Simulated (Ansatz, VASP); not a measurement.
# One calculation of Co, two programs

```
Co
1.0
     2.47056    0.00000    0.00000
    -1.23528    2.13957    0.00000
     0.00000    0.00000   27.13235
Co
7
Direct
  0.33333 0.66667 0.27642
  0.00000 0.00000 0.35095
  0.66667 0.33333 0.42547
  0.00000 0.00000 0.50000
  0.33333 0.66667 0.57453
  0.00000 0.00000 0.64905
  0.66667 0.33333 0.72358
```

Alike in both runs: functional BLYP; k mesh 12 × 12 × 1; occupations fermi-dirac, width 0.05 eV; collinear spin.

|  | VASP | Ansatz |
| --- | --- | --- |
| version | VASP 6.6.1 | Ansatz 0.2.0 |
| potentials or method | VASP PAW PBE potentials, release 64 (Co) | Ansatz PAW |
| plane-wave cutoff (eV) | 520 | 420 |
| valence electrons in the cell | 63 | 119 |
| task | single point | band structure |

|  | VASP | Ansatz | Ansatz less VASP |
| --- | --- | --- | --- |
| gap on the k mesh at the Fermi level (eV) | none | none | - |
| rms of the force components (eV/Å) | 0.112 | 0.117 | +0.0042 |
| net moment per atom (μB) | 1.64 | 1.66 | +0.018 |
| size of the moment on the site where the two differ most (μB) | 1.60 | 1.67 | +0.070 |

VASP's potentials were made for PBE, not for BLYP. Site moments also hang on the region over which each program counts them. Atom by atom the forces differ by 0.004 eV/Å (rms over components). A gap of «none» marks a metal or a gap that the smearing closes. VASP's potentials hold 63 valence electrons a cell and Ansatz's 119, so a difference there can come from the potentials and not from the codes.
